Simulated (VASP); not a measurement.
# KBr (Fm-3m) in VASP: notebook

KBr is run at these levels: PBE; tasks: single point.

Everything below comes from runs of VASP 6.6.1. Logs are shortened: lines on timing, memory, paths and dates and some standing lists are left out, and cuts for length are marked.

## 1. The cell of the first run

The structure is cubic, space group Fm-3m (No. 225). Conventional cell: a = 6.605 Å, b = 6.605 Å, c = 6.605 Å, α = 90.00°, β = 90.00°, γ = 90.00°. Within 4.3 Å of K (site symmetry m-3m) lie 6 Br at 3.30 Å. Br (site symmetry m-3m) has 6 K at 3.30 Å within 4.3 Å.

## 2. Single point, PBE

Input file INCAR:

```
SYSTEM = KBr
PREC = Accurate
ENCUT = 520
EDIFF = 1E-7
ISMEAR = 0
SIGMA = 0.01
LREAL = .False.
LASPH = .True.
NELM = 60
ALGO = Normal
ISIF = 2
LWAVE = .False.
LCHARG = .True.
GGA = PE
LELF = .True.
LVHAR = .True.
NBANDS = 15
```

Input file KPOINTS:

```
regular mesh
0
Gamma
  6 6 6
  0 0 0
```

Input file POSCAR:

```
KBr
1.0
    0.0000000000      3.3024387198      3.3024387198
    3.3024387198      0.0000000000      3.3024387198
    3.3024387198      3.3024387198      0.0000000000
K Br
1 1
Direct
    0.0000000000      0.0000000000      0.0000000000
    0.5000000000      0.5000000000      0.5000000000
```

Potentials or basis: VASP PAW PBE potentials, release 64 (K_sv, Br).

The run is started by

```
cat potpaw_PBE.64/K_sv/POTCAR potpaw_PBE.64/Br/POTCAR > POTCAR
mpirun -np 1 vasp_std > vasp.out
```

OUTCAR:

```text
SYSTEM = KBr
   PREC = Accurate
   ENCUT = 520
   EDIFF = 1E-7
   ISMEAR = 0
   LREAL = .False.
   LASPH = .True.
   NELM = 60
   ISIF = 2
   GGA = PE

 ion  position               nearest neighbor table
   1  0.000  0.000  0.000-
   2  0.500  0.500  0.500-

  LATTYP: Found a face centered cubic cell.
 ALAT       =     6.6048774396

  Lattice vectors:

 A1 = (   0.0000000000,   3.3024387198,   3.3024387198)
 A2 = (   3.3024387198,   0.0000000000,   3.3024387198)
 A3 = (   3.3024387198,   3.3024387198,   0.0000000000)

Analysis of symmetry for initial positions (statically):
=====================================================================
 Subroutine PRICEL returns:
 Original cell was already a primitive cell.

 Routine SETGRP: Setting up the symmetry group for a
 face centered cubic supercell.

 Subroutine GETGRP returns: Found 48 space group operations
 (whereof 48 operations were pure point group operations)
 out of a pool of 48 trial point group operations.

The static configuration has the point symmetry O_h .

Analysis of symmetry for dynamics (positions and initial velocities):
=====================================================================
 Subroutine PRICEL returns:
 Original cell was already a primitive cell.

 Routine SETGRP: Setting up the symmetry group for a
 face centered cubic supercell.

 Subroutine GETGRP returns: Found 48 space group operations
 (whereof 48 operations were pure point group operations)
 out of a pool of 48 trial point group operations.

The dynamic configuration has the point symmetry O_h .

 Subroutine INISYM returns: Found 48 space group operations
 (whereof 48 operations are pure point group operations),
 and found     1 'primitive' translations

----------------------------------------------------------------------------------------

                                     Primitive cell

  volume of cell :      72.0335

  direct lattice vectors                    reciprocal lattice vectors
     0.000000000  3.302438720  3.302438720    -0.151403264  0.151403264  0.151403264
     3.302438720  0.000000000  3.302438720     0.151403264 -0.151403264  0.151403264
     3.302438720  3.302438720  0.000000000     0.151403264  0.151403264 -0.151403264

  length of vectors
     4.670353626  4.670353626  4.670353626     0.262238145  0.262238145  0.262238145

  position of ions in fractional coordinates (direct lattice)
     0.000000000  0.000000000  0.000000000
     0.500000000  0.500000000  0.500000000

  ion indices of the primitive-cell ions
   primitive index   ion index
                 1           1
                 2           2

----------------------------------------------------------------------------------------

 KPOINTS: regular mesh

Automatic generation of k-mesh.
 Grid dimensions read from file:
 generate k-points for:    6    6    6

 Generating k-lattice:

  Cartesian coordinates                     Fractional coordinates (reciprocal lattice)
    -0.025233877  0.025233877  0.025233877     0.166666667  0.000000000  0.000000000
     0.025233877 -0.025233877  0.025233877     0.000000000  0.166666667  0.000000000
     0.025233877  0.025233877 -0.025233877     0.000000000  0.000000000  0.166666667

  Length of vectors
     0.043706357  0.043706357  0.043706357

  Shift w.r.t. Gamma in fractional coordinates (k-lattice)
     0.000000000  0.000000000  0.000000000

 Subroutine IBZKPT returns following result:
 ===========================================

 Found     16 irreducible k-points:

 Following reciprocal coordinates:
            Coordinates               Weight
  0.000000  0.000000  0.000000      1.000000
  0.166667  0.000000  0.000000      8.000000
  0.333333  0.000000  0.000000      8.000000
  0.500000  0.000000  0.000000      4.000000
  0.166667  0.166667  0.000000      6.000000
  0.333333  0.166667  0.000000     24.000000
[... 8 lines left out ...]
 -0.333333  0.333333  0.166667     24.000000
 -0.333333  0.500000  0.166667     12.000000
   k-points           NKPTS =     16   k-points in BZ     NKDIM =     16   number of bands    NBANDS=     15
   number of dos      NEDOS =    301   number of ions     NIONS =      2
   total plane-waves  NPLWV =  46656
   dimension x,y,z NGX =    36 NGY =   36 NGZ =   36
   dimension x,y,z NGXF=    72 NGYF=   72 NGZF=   72
   ions per type =               1   1
   NGX,Y,Z   is equivalent  to a cutoff of  12.81, 12.81, 12.81 a.u.
   NGXF,Y,Z  is equivalent  to a cutoff of  25.63, 25.63, 25.63 a.u.
 SYSTEM =  KBr
   PREC   = accura    normal or accurate (medium, high low for compatibility)
   ISTART =      0    job   : 0-new  1-cont  2-samecut
   ICHARG =      2    charge: 1-file 2-atom 10-const
   ISPIN  =      1    spin polarized calculation?
   LNONCOLLINEAR =      F non collinear calculations
   LSORBIT =      F    spin-orbit coupling
   LASPH  =      T    aspherical Exc in radial PAW
   ENCUT  =  520.0 eV  38.22 Ry    6.18 a.u.   8.68  8.68  8.68*2*pi/ulx,y,z
   NELM   =     60;   NELMIN=  2; NELMDL= -5     # of ELM steps
   EDIFF  = 0.1E-06   stopping-criterion for ELM
   LREAL  =      F    real-space projection
   EDIFFG = 0.1E-05   stopping-criterion for IOM
   NSW    =      0    number of steps for IOM
   IBRION =     -1    ionic relax: 0-MD 1-quasi-New 2-CG
   NFREE  =      0    steps in history (QN), initial steepest desc. (CG)
   ISIF   =      2    stress and relaxation
   ISYM   =      2    0-nonsym 1-usesym 2-fastsym
   POTIM  = 0.5000    time-step for ionic-motion
   TEBEG  =    0.0;   TEEND  =   0.0 temperature during run
   PSTRESS=    0.0 pullay stress
   NELECT =      16.0000    total number of electrons
   NUPDOWN=      -1.0000    fix difference up-down
   EMIN   =  10.00;   EMAX   =-10.00  energy-range for DOS
   EFERMI =   0.00;   METHOD = LEGACY
   ISMEAR =     0;   SIGMA  =   0.01  broadening in eV -4-tet -1-fermi 0-gaus
   EFERMI_NEDOS =   21; number of points for ismear=-14 and -15
   IALGO  =     38    algorithm
   IMIX   =      4    mixing-type and parameters
     AMIX     =   0.40;   BMIX     =  1.00
     AMIX_MAG =   1.60;   BMIX_MAG =  1.00
  volume/ion in A,a.u.               =      36.02       243.05
  Fermi-wavevector in a.u.,A,eV,Ry     =   0.991448  1.873566 13.374114  0.982970
  Thomas-Fermi vector in A             =   2.123190
   LORBIT       =      0    0 simple, 1 ext, 2 COOP (PROOUT), +10 PAW based schemes
   GGA     = PE    functional components
   LHFCALC =     F    Hartree Fock is set to
   AEXX    =    0.0000 exact exchange contribution
   IVDW    =     0    specifies the selected vdW correction
   LEPSILON=     F    determine dielectric tensor
   LRPA    =     F    only Hartree local field effects (RPA)
 non-spin polarized calculation
 Gauss-broadening in eV      SIGMA  =   0.01
  energy-cutoff  :      520.00
  volume of cell :       72.03
 maximum number of plane-waves:      1964
   NGX = 17   NGY = 17   NGZ = 17

 number of electron      15.9999997 magnetization

 Free energy of the ion-electron system (eV)
  ---------------------------------------------------
  ext. energy  EPLUGINS =         0.00000000
  ---------------------------------------------------
  free energy    TOTEN  =        -6.21582530 eV

  energy without entropy =       -6.21582530  energy(sigma->0) =       -6.21582530

 E-fermi :  -1.6388     XC(G=0):  -7.3617

 val. band max:       -1.7493781016   @ k =   0.0000   0.0000   0.0000
 cond. band min:       2.6785717278   @ k =   0.0000   0.0000   0.0000
 fundamental gap:      4.4279498294
 Fermi energy:        -1.6388377450

 k-point     1 :       0.0000    0.0000    0.0000
  band No.  band energies     occupation
      1     -29.5352      2.00000
      2     -14.0389      2.00000
      3     -13.0123      2.00000
      4     -13.0123      2.00000
      5     -13.0123      2.00000
      6      -1.7494      2.00000
      7      -1.7494      2.00000
      8      -1.7494      2.00000
      9       2.6786      0.00000
     10       5.8542      0.00000
     11       5.8542      0.00000
     12       5.8542      0.00000
     13       6.6761      0.00000
     14       6.6761      0.00000
     15       9.8473      0.00000

 k-point     2 :       0.1667    0.0000    0.0000
  band No.  band energies     occupation
      1     -29.5338      2.00000
      2     -14.0900      2.00000
      3     -13.0137      2.00000
      4     -13.0137      2.00000
      5     -12.9438      2.00000
      6      -2.1135      2.00000
      7      -1.8373      2.00000
      8      -1.8373      2.00000
      9       3.3333      0.00000
     10       5.7144      0.00000
     11       6.1780      0.00000
     12       6.1780      0.00000
     13       7.0327      0.00000
     14       7.0327      0.00000
     15      10.7287      0.00000

 k-point     3 :       0.3333    0.0000    0.0000
  band No.  band energies     occupation
      1     -29.5310      2.00000
      2     -14.1776      2.00000
      3     -13.0165      2.00000
      4     -13.0165      2.00000
      5     -12.8208      2.00000
      6      -2.6843      2.00000
      7      -2.0025      2.00000
      8      -2.0025      2.00000
      9       4.4427      0.00000
     10       5.9643      0.00000
     11       7.0440      0.00000
     12       7.0440      0.00000
     13       7.9311      0.00000
     14       7.9311      0.00000
     15       9.7365      0.00000

 k-point     4 :       0.5000    0.0000    0.0000
  band No.  band energies     occupation
      1     -29.5297      2.00000
      2     -14.2161      2.00000
      3     -13.0178      2.00000
      4     -13.0178      2.00000
      5     -12.7641      2.00000
      6      -2.9235      2.00000
      7      -2.0803      2.00000
      8      -2.0803      2.00000
      9       4.8364      0.00000
     10       6.4774      0.00000
     11       8.0078      0.00000
     12       8.0078      0.00000
     13       8.3193      0.00000
     14       8.3193      0.00000
     15       9.1703      0.00000
[... 163 lines left out ...]
 k-point    14 :       0.5000    0.3333    0.1667
  band No.  band energies     occupation
      1     -29.5293      2.00000
      2     -14.1007      2.00000
      3     -13.0511      2.00000
      4     -13.0333      2.00000
      5     -12.8887      2.00000
      6      -2.6110      2.00000
      7      -2.1227      2.00000
      8      -2.0913      2.00000
      9       5.0905      0.00000
     10       5.3066      0.00000
     11       7.1126      0.00000
     12       7.9554      0.00000
     13       8.0249      0.00000
     14       8.1760      0.00000
     15       9.2320      0.00000

 k-point    15 :      -0.3333    0.3333    0.1667
  band No.  band energies     occupation
      1     -29.5284      2.00000
      2     -14.0888      2.00000
      3     -13.0606      2.00000
      4     -13.0476      2.00000
      5     -12.8850      2.00000
      6      -2.5732      2.00000
      7      -2.2755      2.00000
      8      -2.1438      2.00000
      9       5.4548      0.00000
     10       5.8348      0.00000
     11       6.7942      0.00000
     12       7.4036      0.00000
     13       8.5755      0.00000
     14       8.8852      0.00000
     15       9.2775      0.00000

 k-point    16 :      -0.3333    0.5000    0.1667
  band No.  band energies     occupation
      1     -29.5280      2.00000
      2     -14.0160      2.00000
      3     -13.0883      2.00000
      4     -13.0613      2.00000
      5     -12.9472      2.00000
      6      -2.4549      2.00000
      7      -2.2236      2.00000
      8      -2.1964      2.00000
      9       4.8460      0.00000
     10       6.1639      0.00000
     11       6.5410      0.00000
     12       7.4829      0.00000
     13       8.2420      0.00000
     14       9.0359      0.00000
     15       9.5582      0.00000

------------------------ aborting loop because EDIFF is reached ----------------------------------------

  FORCE on cell =-STRESS in cart. coord.  units (eV):
  Direction    XX          YY          ZZ          XY          YZ          ZX
  --------------------------------------------------------------------------------------
  -------------------------------------------------------------------------------------
  Total        0.3219619      0.3219619      0.3219619     -0.0000000     -0.0000000     -0.0000000
  in kB        7.1611161      7.1611161      7.1611161     -0.0000000     -0.0000000     -0.0000000
  external PRESSURE =       7.1611161 kB  Pullay stress =       0.0000000 kB

 VOLUME and BASIS-vectors are now :
 -----------------------------------------------------------------------------
  energy-cutoff  :      520.00
  volume of cell :       72.03
      direct lattice vectors                 reciprocal lattice vectors
     0.000000000  3.302438720  3.302438720    -0.151403264  0.151403264  0.151403264
     3.302438720  0.000000000  3.302438720     0.151403264 -0.151403264  0.151403264
     3.302438720  3.302438720  0.000000000     0.151403264  0.151403264 -0.151403264

 POSITION                                       TOTAL-FORCE (eV/Angst)
 -----------------------------------------------------------------------------------
      0.00000      0.00000      0.00000         0.000000     -0.000000      0.000000
      3.30244      3.30244      3.30244        -0.000000      0.000000     -0.000000
 -----------------------------------------------------------------------------------
    total drift:                                0.000000      0.000000      0.000000

  FREE ENERGIE OF THE ION-ELECTRON SYSTEM (eV)
  ---------------------------------------------------
  free  energy   TOTEN  =        -6.2158253046 eV

  energy  without entropy=       -6.2158253046  energy(sigma->0) =       -6.21582530
```

Wall time 75 s (1 thread of AMD EPYC 7R13, shared host); peak memory 0.18 GiB.

What came out:

```yaml
Free_energy: -6.2158 eV
Pressure: 0.7 GPa
Band_gap_on_the_k_mesh: 4.43 eV, direct
```

(Continued in part 2 of 2.)
